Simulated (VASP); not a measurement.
TlIn, 2 atoms in the cell. Symmetry: F-43m, No. 216, cubic system. Conventional cell: a = 6.500 Å, b = 6.500 Å, c = 6.500 Å, α = 90.00°, β = 90.00°, γ = 90.00°. Tl (site symmetry -43m) has 4 In at 2.81 Å within 3.7 Å. In (site symmetry -43m) has 4 Tl at 2.81 Å within 3.7 Å. 

```yaml
Program: VASP 6.6.1
Task: single point
Functional: LDA
Potentials_or_basis: VASP PAW LDA potentials, release 64 (Tl_d, In_d)
Cutoff: 500 eV
k_mesh: 8 × 8 × 8
Occupations: fermi-dirac, width 0.1 eV
Spin: no spin polarisation
Dipole_correction: no
Further_INCAR_settings: ALGO = Normal; EDIFF = 1e-06; NBANDS = 20
```

Potentials or basis: VASP PAW LDA potentials, release 64 (Tl_d, In_d).

Run with:

```console
$ cat potpaw_LDA.64/Tl_d/POTCAR potpaw_LDA.64/In_d/POTCAR > POTCAR
$ mpirun -np 1 vasp_std > vasp.out
```

Hardware: 1 thread of AMD EPYC 7R13, on a shared host.

Q: Estimate the wall time of this run.

A: Run time: 86 s on 1 thread of AMD EPYC 7R13, with other jobs on the host, peak memory 0.16 GiB. Counts: scf iterations 11, k points 29.
